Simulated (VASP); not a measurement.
Wanted: the native input for a VASP 6.6.1 run.

* Task: single point
* Functional: PBEsol
* Potentials or basis: VASP PAW PBE potentials, release 64 (Ga_d, N)
* Cutoff: 600 eV
* k mesh: 10 × 10 × 10
* Occupations: gaussian, width 0.02 eV
* Spin: no spin polarisation
* Dipole correction: no
* Further INCAR settings: ALGO = Normal; EDIFF = 1e-06; NBANDS = 16

The structure of GaN lies in POSCAR:

```
GaN
1.0
    0.0000000000      2.2490709867      2.2490709867
    2.2490709867      0.0000000000      2.2490709867
    2.2490709867      2.2490709867      0.0000000000
Ga N
1 1
Direct
    0.0000000000      0.0000000000      0.0000000000
    0.2500000000      0.2500000000      0.2500000000
```

One way to write it, as run:

INCAR

```
SYSTEM = GaN
PREC = Accurate ; ENCUT = 600
EDIFF = 1E-6 ; ISMEAR = 0
SIGMA = 0.02 ; LREAL = .FALSE.
LASPH = .TRUE. ; NELM = 120
ALGO = Normal ; ISIF = 2
LWAVE = .FALSE. ; LCHARG = .FALSE.
GGA = PS ; NBANDS = 16
GGA_COMPAT = .FALSE.
```

KPOINTS

```
Automatic mesh
0
G
  10 10 10
  0 0 0
```

Potentials or basis: VASP PAW PBE potentials, release 64 (Ga_d, N).

Launch:

```bash
$ cat potpaw_PBE.64/Ga_d/POTCAR potpaw_PBE.64/N/POTCAR > POTCAR
$ mpirun -np 1 vasp_std > vasp.out
```

Results of the run:

```json
{"Pressure": "-0.4 GPa", "Band gap on the k mesh": "1.72 eV, direct"}
```

Caveat: the PAW data sets were made with another functional, which shifts forces and pressure a little.

It took 24 s on 1 thread of Intel(R) Xeon(R) Platinum 8488C (Sapphire Rapids) (shared host), peak memory 0.16 GiB.
